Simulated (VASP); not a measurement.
A run of VASP 6.6.1 is set up as follows.

POSCAR

```
Zr2N
1.0
    5.4130027300      0.0000000000      0.0000000000
    0.0000000000      5.4130027300      0.0000000000
    0.0000000000      0.0000000000      3.3077891900
Zr N
4 2
Direct
    0.2961254600      0.2961254600      0.0000000000
    0.7038745400      0.7038745400      0.0000000000
    0.7961254600      0.2038745400      0.5000000000
    0.2038745400      0.7961254600      0.5000000000
    0.0000000000      0.0000000000      0.0000000000
    0.5000000000      0.5000000000      0.5000000000
```

INCAR.step1

```
SYSTEM = Zr2N
ALGO     = Normal         ! electronic algorithm
EDIFF    = 1E-4           ! SCF threshold, eV
ENCUT    = 520            ! plane-wave cutoff, eV
GGA      = PE             ! functional
ISMEAR   = 0              ! smearing method
LASPH    = .True.         ! aspherical terms in the spheres
LCHARG   = .False.        ! write CHGCAR
LREAL    = .False.        ! projectors in reciprocal space
LWAVE    = .True.         ! write WAVECAR
NBANDS   = 38             ! bands
NELM     = 100            ! most SCF steps
PREC     = Accurate       ! precision mode
SIGMA    = 0.1            ! smearing width, eV
```

Contents of INCAR.step2:

```
SYSTEM = Zr2N
ALGO     = Normal         ! electronic algorithm
EDIFF    = 1E-6           ! SCF threshold, eV
ENCUT    = 520            ! plane-wave cutoff, eV
ISIF     = 2              ! what is computed and relaxed
ISMEAR   = 0              ! smearing method
ISTART   = 1            
LASPH    = .True.         ! aspherical terms in the spheres
LCHARG   = .True.         ! write CHGCAR
LELF     = .True.         ! ELF
LMIXTAU  = .True.       
LREAL    = .False.        ! projectors in reciprocal space
LVHAR    = .True.       
LWAVE    = .False.        ! write WAVECAR
METAGGA  = R2SCAN         ! meta-GGA
NBANDS   = 38             ! bands
NELM     = 100            ! most SCF steps
PREC     = Accurate       ! precision mode
SIGMA    = 0.1            ! smearing width, eV
```

KPOINTS

```
k-points
0
Gamma
  10 10 16
  0 0 0
```

Potentials or basis: VASP PAW PBE potentials, release 64 (Zr_sv, N).

The run is started by

```sh
$ cat potpaw_PBE.64/Zr_sv/POTCAR potpaw_PBE.64/N/POTCAR > POTCAR
$ cp INCAR.step1 INCAR
$ mpirun -np 1 vasp_std > vasp.out
$ cp INCAR.step2 INCAR
$ mpirun -np 1 vasp_std > vasp.out
```

**Question.** Estimate the largest force.

**Answer.** 0.029 eV/Å.

**Question.** What does it give for the band gap on the k mesh?

**Answer.** Zero (bands 29 and 30 overlap by 2.62 eV).

Forces in eV/Å, atoms in the order of the input:
```
Zr   0.020  0.020  0.000
Zr  -0.020 -0.020  0.000
Zr   0.020 -0.020  0.000
Zr  -0.020  0.020  0.000
N    0.000  0.000  0.000
N    0.000  0.000  0.000
```

Caveat: the PAW data sets were made with another functional, which shifts forces and pressure a little.
